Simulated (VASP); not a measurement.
# TaN in VASP: further runs

The runs below take TaN through single point, with PBEsol.

Program: VASP 6.6.1. These are calculated values, not measurements. Logs are shortened: lines on timing, memory, paths and dates and some standing lists are left out, and cuts for length are marked.

**1. The cell of the first run**

It takes space group Fm-3m (No. 225, cubic). Conventional cell: a = 4.415 Å, b = 4.415 Å, c = 4.415 Å, α = 90.00°, β = 90.00°, γ = 90.00°. Within 2.9 Å of Ta (site symmetry m-3m) lie 6 N at 2.21 Å. N (site symmetry m-3m) has 6 Ta at 2.21 Å within 2.9 Å.

**2. Single point, PBEsol (volume scaled by 1.04)**

Input file INCAR:

```
PREC = Accurate
ENCUT = 520
EDIFF = 1E-7
ISMEAR = -1
SIGMA = 0.02
LREAL = F
LASPH = T
NELM = 80
ALGO = Normal
ISIF = 2
LWAVE = F
LCHARG = F
GGA = PS
NBANDS = 15
```

Input file KPOINTS:

```
regular mesh
0
Gamma
  9 9 9
```

Input file POSCAR:

```
TaN
1.0
    0.0000000000      2.2076743409      2.2076743409
    2.2076743409      0.0000000000      2.2076743409
    2.2076743409      2.2076743409      0.0000000000
Ta N
1 1
Direct
    0.5000000000      0.5000000000      0.5000000000
    0.0000000000      0.0000000000      0.0000000000
```

Potentials or basis: VASP PAW PBE potentials, release 64 (Ta_pv, N).

Launch:

```sh
$ cat potpaw_PBE.64/Ta_pv/POTCAR potpaw_PBE.64/N/POTCAR > POTCAR
$ mpirun -np 1 vasp_std > vasp.out
```

OUTCAR:

```text
PREC = Accurate
   ENCUT = 520
   EDIFF = 1E-7
   ISMEAR = -1
   LREAL = F
   LASPH = T
   NELM = 80
   ISIF = 2
   GGA = PS

 ion  position               nearest neighbor table
   1  0.500  0.500  0.500-   2 2.21   2 2.21   2 2.21   2 2.21   2 2.21   2 2.21
   2  0.000  0.000  0.000-   1 2.21   1 2.21   1 2.21   1 2.21   1 2.21   1 2.21

  LATTYP: Found a face centered cubic cell.
 ALAT       =     4.4153486818

  Lattice vectors:

 A1 = (   0.0000000000,   2.2076743409,   2.2076743409)
 A2 = (   2.2076743409,   0.0000000000,   2.2076743409)
 A3 = (   2.2076743409,   2.2076743409,   0.0000000000)

Analysis of symmetry for initial positions (statically):
=====================================================================
 Subroutine PRICEL returns:
 Original cell was already a primitive cell.

 Routine SETGRP: Setting up the symmetry group for a
 face centered cubic supercell.

 Subroutine GETGRP returns: Found 48 space group operations
 (whereof 48 operations were pure point group operations)
 out of a pool of 48 trial point group operations.

The static configuration has the point symmetry O_h .

Analysis of symmetry for dynamics (positions and initial velocities):
=====================================================================
 Subroutine PRICEL returns:
 Original cell was already a primitive cell.

 Routine SETGRP: Setting up the symmetry group for a
 face centered cubic supercell.

 Subroutine GETGRP returns: Found 48 space group operations
 (whereof 48 operations were pure point group operations)
 out of a pool of 48 trial point group operations.

The dynamic configuration has the point symmetry O_h .

 Subroutine INISYM returns: Found 48 space group operations
 (whereof 48 operations are pure point group operations),
 and found     1 'primitive' translations

----------------------------------------------------------------------------------------

                                     Primitive cell

  volume of cell :      21.5196

  direct lattice vectors                    reciprocal lattice vectors
     0.000000000  2.207674341  2.207674341    -0.226482679  0.226482679  0.226482679
     2.207674341  0.000000000  2.207674341     0.226482679 -0.226482679  0.226482679
     2.207674341  2.207674341  0.000000000     0.226482679  0.226482679 -0.226482679

  length of vectors
     3.122122994  3.122122994  3.122122994     0.392279508  0.392279508  0.392279508

  position of ions in fractional coordinates (direct lattice)
     0.500000000  0.500000000  0.500000000
     0.000000000  0.000000000  0.000000000

  ion indices of the primitive-cell ions
   primitive index   ion index
                 1           1
                 2           2

----------------------------------------------------------------------------------------

 KPOINTS: regular mesh

Automatic generation of k-mesh.
 Grid dimensions read from file:
 generate k-points for:    9    9    9

 Generating k-lattice:

  Cartesian coordinates                     Fractional coordinates (reciprocal lattice)
    -0.025164742  0.025164742  0.025164742     0.111111111  0.000000000  0.000000000
     0.025164742 -0.025164742  0.025164742     0.000000000  0.111111111  0.000000000
     0.025164742  0.025164742 -0.025164742     0.000000000  0.000000000  0.111111111

  Length of vectors
     0.043586612  0.043586612  0.043586612

  Shift w.r.t. Gamma in fractional coordinates (k-lattice)
     0.000000000  0.000000000  0.000000000

 Subroutine IBZKPT returns following result:
 ===========================================

 Found     35 irreducible k-points:

 Following reciprocal coordinates:
            Coordinates               Weight
  0.000000  0.000000  0.000000      1.000000
  0.111111  0.000000  0.000000      8.000000
  0.222222  0.000000  0.000000      8.000000
  0.333333  0.000000  0.000000      8.000000
  0.444444  0.000000  0.000000      8.000000
  0.111111  0.111111  0.000000      6.000000
[... 16 lines left out ...]
 -0.333333  0.333333  0.000000     12.000000
  0.444444  0.444444  0.000000      6.000000
 [... further k-points ...]
   k-points           NKPTS =     35   k-points in BZ     NKDIM =     35   number of bands    NBANDS=     15
   number of dos      NEDOS =    301   number of ions     NIONS =      2
   total plane-waves  NPLWV =  13824
   dimension x,y,z NGX =    24 NGY =   24 NGZ =   24
   dimension x,y,z NGXF=    48 NGYF=   48 NGZF=   48
   ions per type =               1   1
   NGX,Y,Z   is equivalent  to a cutoff of  12.78, 12.78, 12.78 a.u.
   NGXF,Y,Z  is equivalent  to a cutoff of  25.56, 25.56, 25.56 a.u.
 SYSTEM =  unknown system
   PREC   = accura    normal or accurate (medium, high low for compatibility)
   ISTART =      0    job   : 0-new  1-cont  2-samecut
   ICHARG =      2    charge: 1-file 2-atom 10-const
   ISPIN  =      1    spin polarized calculation?
   LNONCOLLINEAR =      F non collinear calculations
   LSORBIT =      F    spin-orbit coupling
   LASPH  =      T    aspherical Exc in radial PAW
   ENCUT  =  520.0 eV  38.22 Ry    6.18 a.u.   5.81  5.81  5.81*2*pi/ulx,y,z
   NELM   =     80;   NELMIN=  2; NELMDL= -5     # of ELM steps
   EDIFF  = 0.1E-06   stopping-criterion for ELM
   LREAL  =      F    real-space projection
   EDIFFG = 0.1E-05   stopping-criterion for IOM
   NSW    =      0    number of steps for IOM
   IBRION =     -1    ionic relax: 0-MD 1-quasi-New 2-CG
   NFREE  =      0    steps in history (QN), initial steepest desc. (CG)
   ISIF   =      2    stress and relaxation
   ISYM   =      2    0-nonsym 1-usesym 2-fastsym
   POTIM  = 0.5000    time-step for ionic-motion
   TEBEG  =    0.0;   TEEND  =   0.0 temperature during run
   PSTRESS=    0.0 pullay stress
   NELECT =      16.0000    total number of electrons
   NUPDOWN=      -1.0000    fix difference up-down
   EMIN   =  10.00;   EMAX   =-10.00  energy-range for DOS
   EFERMI =   0.00;   METHOD = LEGACY
   ISMEAR =    -1;   SIGMA  =   0.02  broadening in eV -4-tet -1-fermi 0-gaus
   EFERMI_NEDOS =   21; number of points for ismear=-14 and -15
   IALGO  =     38    algorithm
   IMIX   =      4    mixing-type and parameters
     AMIX     =   0.40;   BMIX     =  1.00
     AMIX_MAG =   1.60;   BMIX_MAG =  1.00
  volume/ion in A,a.u.               =      10.76        72.61
  Fermi-wavevector in a.u.,A,eV,Ry     =   1.483098  2.802649 29.927094  2.199579
  Thomas-Fermi vector in A             =   2.596802
   LORBIT       =      0    0 simple, 1 ext, 2 COOP (PROOUT), +10 PAW based schemes
   GGA     = PS    functional components
   LHFCALC =     F    Hartree Fock is set to
   AEXX    =    0.0000 exact exchange contribution
   IVDW    =     0    specifies the selected vdW correction
   LEPSILON=     F    determine dielectric tensor
   LRPA    =     F    only Hartree local field effects (RPA)
 non-spin polarized calculation
  energy-cutoff  :      520.00
  volume of cell :       21.52
 maximum number of plane-waves:       589
   NGX = 11   NGY = 11   NGZ = 11

 number of electron      16.0000003 magnetization

 Free energy of the ion-electron system (eV)
  ---------------------------------------------------
  ext. energy  EPLUGINS =         0.00000000
  ---------------------------------------------------
  free energy    TOTEN  =       -23.20076209 eV

  energy without entropy =      -23.19958832  energy(sigma->0) =      -23.20017521

 E-fermi :   9.1319     XC(G=0): -13.5243

 val. band max:        9.0340496272   @ k =  -0.4444   0.2222   0.1111
 cond. band min:       9.1661969327   @ k =  -0.2222   0.2222   0.0000
 fundamental gap:      0.1321473055
 Fermi energy:         9.1318992596

 k-point     1 :       0.0000    0.0000    0.0000
  band No.  band energies     occupation
      1     -26.4954      2.00000
      2     -26.4954      2.00000
      3     -26.4954      2.00000
      4      -9.4658      2.00000
      5       5.4821      2.00000
      6       5.4821      2.00000
      7       5.4821      2.00000
      8       7.1431      2.00000
      9       7.1431      2.00000
     10       7.1431      2.00000
     11       9.2601      0.00328
     12       9.2601      0.00328
     13      10.6805      0.00000
     14      18.6121      0.00000
     15      21.5654      0.00000

 k-point     2 :       0.1111    0.0000    0.0000
  band No.  band energies     occupation
      1     -26.5986      2.00000
      2     -26.5050      2.00000
      3     -26.5050      2.00000
      4      -9.1747      2.00000
      5       4.1764      2.00000
      6       4.6020      2.00000
      7       4.6020      2.00000
      8       7.5693      2.00000
      9       7.5693      2.00000
     10       7.6321      2.00000
     11      10.3612      0.00000
     12      10.3612      0.00000
     13      11.5300      0.00000
     14      19.4943      0.00000
     15      21.5646      0.00000

 k-point     3 :       0.2222    0.0000    0.0000
  band No.  band energies     occupation
      1     -26.8507      2.00000
      2     -26.5289      2.00000
      3     -26.5289      2.00000
      4      -8.3971      2.00000
      5       2.1339      2.00000
      6       3.3031      2.00000
      7       3.3031      2.00000
      8       8.2593      2.00000
      9       8.5333      2.00000
     10       8.5333      2.00000
     11      12.5137      0.00000
     12      12.5137      0.00000
     13      13.1654      0.00000
     14      21.2996      0.00000
     15      21.5714      0.00000

 k-point     4 :       0.3333    0.0000    0.0000
  band No.  band energies     occupation
      1     -27.1233      2.00000
      2     -26.5560      2.00000
      3     -26.5560      2.00000
      4      -7.3917      2.00000
      5       0.3016      2.00000
      6       2.3212      2.00000
      7       2.3212      2.00000
      8       9.2908      0.00071
      9       9.8358      0.00000
     10       9.8358      0.00000
     11      14.1699      0.00000
     12      14.7373      0.00000
     13      14.7373      0.00000
     14      21.0529      0.00000
     15      21.6197      0.00000
[... 307 lines left out ...]
 k-point    22 :      -0.4444    0.3333    0.0000
  band No.  band energies     occupation
      1     -27.1156      2.00000
      2     -26.8885      2.00000
      3     -26.7089      2.00000
      4      -7.6522      2.00000
      5       1.6891      2.00000
      6       2.4856      2.00000
      7       3.3009      2.00000
      8       6.6637      2.00000
      9      11.8530      0.00000
     10      11.9669      0.00000
     11      13.6440      0.00000
     12      14.0588      0.00000
     13      17.0468      0.00000
     14      19.0462      0.00000
     15      21.5797      0.00000

 k-point    23 :      -0.3333    0.3333    0.0000
  band No.  band energies     occupation
      1     -27.0378      2.00000
      2     -26.9953      2.00000
      3     -26.6602      2.00000
      4      -7.2921      2.00000
      5       0.7965      2.00000
      6       2.4455      2.00000
      7       2.5697      2.00000
      8       8.4020      2.00000
      9      11.0960      0.00000
     10      11.1028      0.00000
     11      13.2463      0.00000
     12      15.5455      0.00000
     13      18.5094      0.00000
     14      20.2228      0.00000
     15      20.2773      0.00000

 k-point    24 :       0.4444    0.4444    0.0000
  band No.  band energies     occupation
      1     -27.1773      2.00000
      2     -26.7615      2.00000
      3     -26.7615      2.00000
      4      -8.1547      2.00000
      5       2.3916      2.00000
      6       3.8945      2.00000
      7       4.6201      2.00000
      8       4.6201      2.00000
      9      11.2122      0.00000
     10      12.6808      0.00000
     11      12.6808      0.00000
     12      13.5286      0.00000
     13      16.1969      0.00000
     14      18.3209      0.00000
     15      21.5791      0.00000

 [... further k-points ...]

------------------------ aborting loop because EDIFF is reached ----------------------------------------

  FORCE on cell =-STRESS in cart. coord.  units (eV):
  Direction    XX          YY          ZZ          XY          YZ          ZX
  --------------------------------------------------------------------------------------
  -------------------------------------------------------------------------------------
  Total       -1.1208050     -1.1208050     -1.1208050      0.0000000     -0.0000000     -0.0000000
  in kB      -83.4460211    -83.4460211    -83.4460211      0.0000000     -0.0000000     -0.0000000
  external PRESSURE =     -83.4460211 kB  Pullay stress =       0.0000000 kB

 VOLUME and BASIS-vectors are now :
 -----------------------------------------------------------------------------
  energy-cutoff  :      520.00
  volume of cell :       21.52
      direct lattice vectors                 reciprocal lattice vectors
     0.000000000  2.207674341  2.207674341    -0.226482679  0.226482679  0.226482679
     2.207674341  0.000000000  2.207674341     0.226482679 -0.226482679  0.226482679
     2.207674341  2.207674341  0.000000000     0.226482679  0.226482679 -0.226482679

 POSITION                                       TOTAL-FORCE (eV/Angst)
 -----------------------------------------------------------------------------------
      2.20767      2.20767      2.20767         0.000000     -0.000000     -0.000000
      0.00000      0.00000      0.00000        -0.000000      0.000000      0.000000
 -----------------------------------------------------------------------------------
    total drift:                                0.000000     -0.000000     -0.000000

  FREE ENERGIE OF THE ION-ELECTRON SYSTEM (eV)
  ---------------------------------------------------
  free  energy   TOTEN  =       -23.2007620940 eV

  energy  without entropy=      -23.1995883201  energy(sigma->0) =      -23.20017521
```

Wall time 7.4 s (1 thread of Intel Xeon 6975P-C, shared host); peak memory 0.14 GiB.

What came out:

```yaml
Free_energy: -23.2008 eV
Pressure: -8.3 GPa
Band_gap_on_the_k_mesh: zero (band 8 reaches 10.77 eV, above the bottom of band 9 at 7.14 eV)
```

Levels at points of the mesh, in eV from the Fermi level:
| k point | band 5 | band 6 | band 7 | band 8 | band 9 | band 10 | band 11 | band 12 |
| --- | --- | --- | --- | --- | --- | --- | --- | --- |
| (0.00, 0.00, 0.00) | -3.65 | -3.65 | -3.65 | -1.99 | -1.99 | -1.99 | 0.13 | 0.13 |

Caveat: the PAW data sets were made with another functional, which shifts forces and pressure a little; spin-orbit coupling is left out, which moves the levels of the heavy elements.

**3. Single point, PBEsol (zz strain of -3 %)**

Input file INCAR:

```
SYSTEM = TaN
  PREC = Accurate
  ENCUT = 520
  EDIFF = 1E-7
  ISMEAR = -1
  SIGMA = 0.02
  LREAL = .FALSE.
  LASPH = .TRUE.
  NELM = 100
  ALGO = Normal
  ISIF = 2
  LWAVE = .FALSE.
  LCHARG = .TRUE.
  GGA = PS
  LELF = .TRUE.
  LVHAR = .TRUE.
  NBANDS = 15
```

Input file KPOINTS:

```
Automatic mesh
0
G
  9 9 9
  0 0 0
```

Input file POSCAR:

```
TaN
1.0
    0.0000000000      2.1790000000      2.1136300000
    2.1790000000      0.0000000000      2.1136300000
    2.1790000000      2.1790000000      0.0000000000
Ta N
1 1
Direct
    0.5000000000      0.5000000000      0.5000000000
    0.0000000000      0.0000000000      0.0000000000
```

Potentials or basis: VASP PAW PBE potentials, release 64 (Ta_pv, N).

Launch:

```sh
$ cat potpaw_PBE.64/Ta_pv/POTCAR potpaw_PBE.64/N/POTCAR > POTCAR
$ mpirun -np 1 vasp_std > vasp.out
```

Run time: 18 s. Hardware: 1 thread of Intel Xeon 6975P-C, shared host; peak memory 0.15 GiB.

Results (log left out):

* Free energy: -23.1315 eV
* Pressure: 18.8 GPa
* Band gap on the k mesh: zero (band 8 reaches 11.69 eV, above the bottom of band 9 at 7.63 eV)

Stress tensor (GPa, compression positive):
```
10.12  0.00  0.00
 0.00 10.12  0.00
 0.00  0.00 36.02
```

Levels at points of the mesh, in eV from the Fermi level:
```csv
k point,band 4,band 5,band 6,band 7,band 8,band 9,band 10,band 11,band 12,band 13
"(0.00, 0.00, 0.00)",-19.18,-3.91,-3.91,-3.72,-2.30,-2.30,-1.93,-0.08,0.19,2.40
```

Caveat: the cell differs from its parent crystal (zz strain of -3 %); the PAW data sets were made with another functional, which shifts forces and pressure a little; spin-orbit coupling is left out, which moves the levels of the heavy elements.
